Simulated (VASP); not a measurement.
Runs of VASP 6.6.1 on CdSe. Symmetry: Fm-3m, No. 225, cubic system. Conventional cell: a = 5.686 Å, b = 5.686 Å, c = 5.686 Å, α = 90.00°, β = 90.00°, γ = 90.00°. Within 3.7 Å of Cd (site symmetry m-3m) lie 6 Se at 2.84 Å. Within 3.7 Å of Se (site symmetry m-3m) lie 6 Cd at 2.84 Å. 

| level | spin | k mesh | cutoff (eV) | gap on the mesh (eV) | pressure (GPa) |
| --- | --- | --- | --- | --- | --- |
| r2SCAN | off | 6 × 6 × 6 | 550 | - | (a) |
| PBE | off | 6 × 6 × 6 | 500 | none | 2.1 |
| PBEsol | off | 4 × 4 × 4 | 500 | none | -1.3 |
| PBE | non-collinear, zero start, SOC | 6 × 6 × 6 | 500 | - | 2.1 |
| PBEsol | off | 8 × 8 × 8 | 500 | none | -1.6 |

Alike in all rows: task single point; potentials or basis VASP PAW PBE potentials, release 64 (Cd, Se); cell as given; smearing fermi-dirac 0.02 eV.

Task: Estimate the missing entries.

Result: (a) 0.4.

Caveats: some runs use coarse meshes; the PAW data sets were made with another functional, which shifts forces and pressure a little (at least some runs); semilocal functionals underestimate gaps, so a narrow gap can read as zero (at least some runs).

A k mesh can miss the band edges, and rows without SOC leave out spin-orbit coupling on Cd, Se.

A gap of «none» marks levels without a gap at the run's occupations.
